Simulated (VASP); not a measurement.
# SnO (Pmmn) in VASP: a series of runs, part 2 of 2

VASP 6.6.1. Earlier steps stand in the parts before.

## (3) Single point, PBE (uniaxial strain along a: -4.0 %, then relaxed in part)

File INCAR:

```
SYSTEM = SnO
ALGO     = Normal         ! electronic algorithm
EDIFF    = 1E-6           ! SCF threshold, eV
ENCUT    = 520            ! plane-wave cutoff, eV
GGA      = PE             ! functional
ISIF     = 2              ! what is computed and relaxed
ISMEAR   = 0              ! smearing method
LASPH    = .True.         ! aspherical terms in the spheres
LCHARG   = .True.         ! write CHGCAR
LELF     = .True.         ! ELF
LREAL    = .False.        ! projectors in reciprocal space
LVHAR    = .True.       
LWAVE    = .False.        ! write WAVECAR
NBANDS   = 28             ! bands
NELM     = 80             ! most SCF steps
PREC     = Accurate       ! precision mode
SIGMA    = 0.01           ! smearing width, eV
```

File KPOINTS:

```
k-points
0
Gamma
  10 10 8
  0 0 0
```

File POSCAR:

```
SnO
1.0
    3.7135323115      0.0000000000      0.0000000000
    0.0000000000      4.0047218995      0.0000000000
    0.0000000000      0.0000000000      5.1025759698
Sn O
2 2
Direct
    0.0000000000      0.5000000000      0.2275768646
    0.5000000000      0.0000000000      0.7724231354
    0.5000000000      0.5000000000     -0.0140006970
    0.0000000000      0.0000000000      0.0140006970
```

Potentials or basis: VASP PAW PBE potentials, release 64 (Sn_d, O).

Started as:

```sh
$ cat potpaw_PBE.64/Sn_d/POTCAR potpaw_PBE.64/O/POTCAR > POTCAR
$ mpirun -np 1 vasp_std > vasp.out
```

OUTCAR:

```text
SYSTEM = SnO
   EDIFF = 1E-6
   ENCUT = 520
   GGA = PE
   ISIF = 2
   ISMEAR = 0
   LASPH = .True.
   LREAL = .False.
   NELM = 80
   PREC = Accurate

 ion  position               nearest neighbor table
   1  0.000  0.500  0.228-   3 2.23   3 2.23   4 2.28   4 2.28   2 3.58   2 3.58   2 3.58   2 3.58

   2  0.500  0.000  0.772-   4 2.23   4 2.23   3 2.28   3 2.28   1 3.58   1 3.58   1 3.58   1 3.58

   3  0.500  0.500  0.986-   1 2.23   1 2.23   2 2.28   2 2.28
   4  0.000  0.000  0.014-   2 2.23   2 2.23   1 2.28   1 2.28

  LATTYP: Found a simple orthorhombic cell.
 ALAT       =     3.7135323115
 B/A-ratio  =     1.0784131020
 C/A-ratio  =     1.3740491645

  Lattice vectors:

 A1 = (   3.7135323115,   0.0000000000,   0.0000000000)
 A2 = (   0.0000000000,   4.0047218995,   0.0000000000)
 A3 = (   0.0000000000,   0.0000000000,   5.1025759698)

Analysis of symmetry for initial positions (statically):
=====================================================================
 Subroutine PRICEL returns:
 Original cell was already a primitive cell.

 Routine SETGRP: Setting up the symmetry group for a
 simple orthorhombic supercell.

 Subroutine GETGRP returns: Found  8 space group operations
 (whereof  4 operations were pure point group operations)
 out of a pool of  8 trial point group operations.

The static configuration has the point symmetry C_2v.
 The point group associated with its full space group is D_2h.

Analysis of symmetry for dynamics (positions and initial velocities):
=====================================================================
 Subroutine PRICEL returns:
 Original cell was already a primitive cell.

 Routine SETGRP: Setting up the symmetry group for a
 simple orthorhombic supercell.

 Subroutine GETGRP returns: Found  8 space group operations
 (whereof  4 operations were pure point group operations)
 out of a pool of  8 trial point group operations.

The dynamic configuration has the point symmetry C_2v.
 The point group associated with its full space group is D_2h.

 Subroutine INISYM returns: Found  8 space group operations
 (whereof  4 operations are pure point group operations),
 and found     1 'primitive' translations

----------------------------------------------------------------------------------------

                                     Primitive cell

  volume of cell :      75.8838

  direct lattice vectors                    reciprocal lattice vectors
     3.713532311  0.000000000  0.000000000     0.269285391  0.000000000  0.000000000
     0.000000000  4.004721899  0.000000000     0.000000000  0.249705229  0.000000000
     0.000000000  0.000000000  5.102575970     0.000000000  0.000000000  0.195979444

  length of vectors
     3.713532311  4.004721899  5.102575970     0.269285391  0.249705229  0.195979444

  position of ions in fractional coordinates (direct lattice)
     0.000000000  0.500000000  0.227576865
     0.500000000  0.000000000  0.772423135
     0.500000000  0.500000000  0.985999303
     0.000000000  0.000000000  0.014000697

  ion indices of the primitive-cell ions
[... 25 lines left out ...]
     0.000000000  0.000000000  0.000000000

 Subroutine IBZKPT returns following result:
 ===========================================

 Found    180 irreducible k-points:

 Following reciprocal coordinates:
            Coordinates               Weight
  0.000000  0.000000  0.000000      1.000000
  0.100000  0.000000  0.000000      2.000000
  0.200000  0.000000  0.000000      2.000000
  0.300000  0.000000  0.000000      2.000000
  0.400000  0.000000  0.000000      2.000000
  0.500000  0.000000  0.000000      1.000000
[... 16 lines left out ...]
  0.400000  0.300000  0.000000      4.000000
  0.500000  0.300000  0.000000      2.000000
 [... further k-points ...]
   k-points           NKPTS =    180   k-points in BZ     NKDIM =    180   number of bands    NBANDS=     28
   number of dos      NEDOS =    301   number of ions     NIONS =      4
   total plane-waves  NPLWV =  33600
   dimension x,y,z NGX =    28 NGY =   30 NGZ =   40
   dimension x,y,z NGXF=    56 NGYF=   60 NGZF=   80
   ions per type =               2   2
   NGX,Y,Z   is equivalent  to a cutoff of  12.53, 12.45, 13.03 a.u.
   NGXF,Y,Z  is equivalent  to a cutoff of  25.07, 24.91, 26.06 a.u.
 SYSTEM =  SnO
   PREC   = accura    normal or accurate (medium, high low for compatibility)
   ISTART =      0    job   : 0-new  1-cont  2-samecut
   ICHARG =      2    charge: 1-file 2-atom 10-const
   ISPIN  =      1    spin polarized calculation?
   LNONCOLLINEAR =      F non collinear calculations
   LSORBIT =      F    spin-orbit coupling
   LASPH  =      T    aspherical Exc in radial PAW
   ENCUT  =  520.0 eV  38.22 Ry    6.18 a.u.   6.90  7.45  9.49*2*pi/ulx,y,z
   NELM   =     80;   NELMIN=  2; NELMDL= -5     # of ELM steps
   EDIFF  = 0.1E-05   stopping-criterion for ELM
   LREAL  =      F    real-space projection
   EDIFFG = 0.1E-04   stopping-criterion for IOM
   NSW    =      0    number of steps for IOM
   IBRION =     -1    ionic relax: 0-MD 1-quasi-New 2-CG
   NFREE  =      0    steps in history (QN), initial steepest desc. (CG)
   ISIF   =      2    stress and relaxation
   ISYM   =      2    0-nonsym 1-usesym 2-fastsym
   POTIM  = 0.5000    time-step for ionic-motion
   TEBEG  =    0.0;   TEEND  =   0.0 temperature during run
   PSTRESS=    0.0 pullay stress
   NELECT =      40.0000    total number of electrons
   NUPDOWN=      -1.0000    fix difference up-down
   EMIN   =  10.00;   EMAX   =-10.00  energy-range for DOS
   EFERMI =   0.00;   METHOD = LEGACY
   ISMEAR =     0;   SIGMA  =   0.01  broadening in eV -4-tet -1-fermi 0-gaus
   EFERMI_NEDOS =   21; number of points for ismear=-14 and -15
   IALGO  =     38    algorithm
   IMIX   =      4    mixing-type and parameters
     AMIX     =   0.40;   BMIX     =  1.00
     AMIX_MAG =   1.60;   BMIX_MAG =  1.00
  volume/ion in A,a.u.               =      18.97       128.02
  Fermi-wavevector in a.u.,A,eV,Ry     =   1.322448  2.499064 23.794790  1.748868
  Thomas-Fermi vector in A             =   2.452128
   LORBIT       =      0    0 simple, 1 ext, 2 COOP (PROOUT), +10 PAW based schemes
   GGA     = PE    functional components
   LHFCALC =     F    Hartree Fock is set to
   AEXX    =    0.0000 exact exchange contribution
   IVDW    =     0    specifies the selected vdW correction
   LEPSILON=     F    determine dielectric tensor
   LRPA    =     F    only Hartree local field effects (RPA)
 non-spin polarized calculation
 Gauss-broadening in eV      SIGMA  =   0.01
  energy-cutoff  :      520.00
  volume of cell :       75.88
 maximum number of plane-waves:      2070
 NGX is ok and might be reduce to    28
   NGX = 13   NGY = 15   NGZ = 19

 number of electron      40.0000007 magnetization

 Free energy of the ion-electron system (eV)
  ---------------------------------------------------
  ext. energy  EPLUGINS =         0.00000000
  ---------------------------------------------------
  free energy    TOTEN  =       -22.71965739 eV

  energy without entropy =      -22.71965739  energy(sigma->0) =      -22.71965739

 E-fermi :   6.2671     XC(G=0):  -9.8137

 val. band max:        6.1387301091   @ k =   0.1000   0.0000   0.0000
 cond. band min:       6.6358628642   @ k =   0.5000   0.5000   0.0000
 fundamental gap:      0.4971327552
 Fermi energy:         6.2671247506

 k-point     1 :       0.0000    0.0000    0.0000
  band No.  band energies     occupation
      1     -15.6258      2.00000
      2     -15.2654      2.00000
      3     -15.2502      2.00000
      4     -15.2460      2.00000
      5     -15.2218      2.00000
      6     -15.2051      2.00000
[... 733 lines left out ...]
     27      13.4625      0.00000
     28      13.4625      0.00000

 [... further k-points ...]

------------------------ aborting loop because EDIFF is reached ----------------------------------------

  FORCE on cell =-STRESS in cart. coord.  units (eV):
  Direction    XX          YY          ZZ          XY          YZ          ZX
  --------------------------------------------------------------------------------------
  -------------------------------------------------------------------------------------
  Total        0.4044838      0.0746928      0.1011844      0.0000000      0.0000000      0.0000000
  in kB        8.5400950      1.5770304      2.1363635      0.0000000      0.0000000      0.0000000
  external PRESSURE =       4.0844963 kB  Pullay stress =       0.0000000 kB

 VOLUME and BASIS-vectors are now :
 -----------------------------------------------------------------------------
  energy-cutoff  :      520.00
  volume of cell :       75.88
      direct lattice vectors                 reciprocal lattice vectors
     3.713532311  0.000000000  0.000000000     0.269285391  0.000000000  0.000000000
     0.000000000  4.004721899  0.000000000     0.000000000  0.249705229  0.000000000
     0.000000000  0.000000000  5.102575970     0.000000000  0.000000000  0.195979444

 POSITION                                       TOTAL-FORCE (eV/Angst)
 -----------------------------------------------------------------------------------
      0.00000      2.00236      1.16123         0.000000      0.000000      0.078469
      1.85677      0.00000      3.94135         0.000000      0.000000     -0.078469
      1.85677      2.00236      5.03114         0.000000      0.000000     -0.010405
      0.00000      0.00000      0.07144         0.000000      0.000000      0.010405
 -----------------------------------------------------------------------------------
    total drift:                                0.000000      0.000000      0.000000

  FREE ENERGIE OF THE ION-ELECTRON SYSTEM (eV)
  ---------------------------------------------------
  free  energy   TOTEN  =       -22.7196573903 eV

  energy  without entropy=      -22.7196573903  energy(sigma->0) =      -22.71965739
```

It took 1.9 min on 1 thread of Intel Xeon 6975P-C (Granite Rapids), shared host; peak memory 0.4 GiB.

What came out:

| Item | Value |
| --- | --- |
| Free energy | -22.7197 eV |
| Pressure | 0.4 GPa |
| Largest force | 0.078 eV/Å |
| Band gap on the k mesh | 0.50 eV (least direct gap 1.99 eV) |

Forces on the atoms (eV/Å):
```
Sn   0.000  0.000  0.078
Sn   0.000  0.000 -0.078
O    0.000  0.000 -0.010
O    0.000  0.000  0.010
```

Caveat: the cell differs from its parent crystal (uniaxial strain along a: -4.0 %, then relaxed in part); spin-orbit coupling is left out, which moves the levels of the heavy elements. A k mesh can miss the band edges.

## (4) Single point, PBE

This run uses another cell than the first one, of 18.97 Å³/atom.

File INCAR:

```
PREC = Accurate ; ENCUT = 520
EDIFF = 1E-6 ; ISMEAR = 0
SIGMA = 0.01 ; LREAL = False
LASPH = True ; NELM = 100
ALGO = Normal ; ISIF = 2
LWAVE = False ; LCHARG = True
GGA = PE ; LELF = True
LVHAR = True ; NBANDS = 28
```

File KPOINTS:

```
Automatic mesh
0
Gamma
  10 10 8
```

POSCAR is that of step 3.

Started as:

```sh
$ cat potpaw_PBE.64/Sn_d/POTCAR potpaw_PBE.64/O/POTCAR > POTCAR
$ mpirun -np 1 vasp_std > vasp.out
```

Run time: 3.9 min. Hardware: 1 thread of Intel Xeon Platinum 8559C (Emerald Rapids), shared host; peak memory 0.4 GiB.

The run converged. Its results:

```yaml
Free_energy: -22.7197 eV
Pressure: 0.4 GPa
Largest_force: 0.078 eV/Å
Band_gap_on_the_k_mesh: 0.50 eV (least direct gap 1.99 eV)
```

Forces on the atoms (eV/Å):
```
Sn   0.000  0.000  0.078
Sn   0.000  0.000 -0.078
O    0.000  0.000 -0.010
O    0.000  0.000  0.010
```

Stress tensor (GPa, compression positive):
```
0.85 0.00 0.00
0.00 0.16 0.00
0.00 0.00 0.21
```

Levels at points of the mesh, in eV from the valence-band top:
| k point | band 16 | band 17 | band 18 | band 19 | band 20 | band 21 | band 22 | band 23 | band 24 | band 25 |
| --- | --- | --- | --- | --- | --- | --- | --- | --- | --- | --- |
| (0.00, 0.00, 0.00) | -5.57 | -3.23 | -2.93 | -2.85 | -0.03 | 1.95 | 4.01 | 4.48 | 5.13 | 5.48 |
| (0.50, 0.00, 0.00) | -4.78 | -4.58 | -4.58 | -2.24 | -2.24 | 2.72 | 2.72 | 5.77 | 5.77 | 5.92 |
| (0.00, 0.50, 0.00) | -4.53 | -4.35 | -4.35 | -2.45 | -2.45 | 3.22 | 3.22 | 5.40 | 5.40 | 6.20 |
| (0.50, 0.50, 0.00) | -4.79 | -2.30 | -2.30 | -1.72 | -1.72 | 0.50 | 0.50 | 4.55 | 4.55 | 6.66 |
| (0.00, 0.00, 0.50) | -3.70 | -3.04 | -2.94 | -2.87 | -1.98 | 1.80 | 2.88 | 3.76 | 3.88 | 7.46 |
| (0.50, 0.00, 0.50) | -5.21 | -4.56 | -4.56 | -1.52 | -1.52 | 2.45 | 2.45 | 5.41 | 5.41 | 6.33 |
| (0.00, 0.50, 0.50) | -4.81 | -4.33 | -4.33 | -1.61 | -1.61 | 2.37 | 2.37 | 5.86 | 5.86 | 6.36 |
| (0.50, 0.50, 0.50) | -5.11 | -2.46 | -2.46 | -2.14 | -2.14 | 2.55 | 2.55 | 3.69 | 3.69 | 5.55 |

Caveat: spin-orbit coupling is left out, which moves the levels of the heavy elements.
